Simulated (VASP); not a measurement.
Set up this calculation in VASP 6.6.1, as the native input.

| Quantity | Value |
| --- | --- |
| Task | single point |
| Functional | PBE |
| Potentials or basis | VASP PAW PBE potentials, release 64 (O) |
| Cutoff | 520 eV |
| k mesh | 8 × 8 × 5 |
| Occupations | fermi-dirac, width 0.05 eV |
| Spin | collinear spin, ferrimagnetic start |
| Starting moments | [0.6, 0.6, 0.6, -0.6] μB |
| Dipole correction | no |
| Further INCAR settings | ALGO = Normal; EDIFF = 1e-06; NBANDS = 24 |

The structure of O lies in POSCAR:

```
O
1.0
    0.4569114499     -1.6624159400      3.6470501824
    0.0000000000     -3.3248318800      0.0000000000
    5.7028057066      0.0000000000      0.0000000000
O
4
Direct
    0.1555740200      0.9222129900      0.9476668200
    0.1555740200      0.4222129900      0.4476668200
    0.8444259800      0.5777870100      0.5523331800
    0.8444259800      0.0777870100      0.0523331800
```

These files were run (other wordings do the same):

INCAR

```
SYSTEM = O
PREC = Accurate
ENCUT = 520
EDIFF = 1E-6
ISMEAR = -1
SIGMA = 0.05
LREAL = .False.
LASPH = .True.
NELM = 150
ALGO = Normal
ISIF = 2
LWAVE = .False.
LCHARG = .False.
ISPIN = 2
MAGMOM = 0.6 0.6 0.6 -0.6
LORBIT = 11
GGA = PE
NBANDS = 24
```

KPOINTS

```
regular mesh
0
Gamma
  8 8 5
  0 0 0
```

Potentials or basis: VASP PAW PBE potentials, release 64 (O).

Run with:

```console
$ cat potpaw_PBE.64/O/POTCAR > POTCAR
$ mpirun -np 1 vasp_std > vasp.out
```

It gave:

| Property | Result |
| --- | --- |
| Pressure | 1.6 GPa |
| Largest force | 0.755 eV/Å |
| Net moment | 1.31 μB per cell |
| Site moments | O -0.28, +0.81 (each value once) μB |
| Valence electrons inside the program's atomic spheres | O 4.90, 4.91 (each value once) |

Caveat: the standard files for N, O and F lose accuracy on very short bonds; this functional lacks dispersion, which holds the molecules together, so the pressure and a relaxed volume are unreliable.

It took 5.9 min on 1 thread of Intel(R) Xeon(R) Platinum 8259CL CPU @ 2.50GHz (Skylake/Cascade Lake) (shared host), peak memory 0.33 GiB.
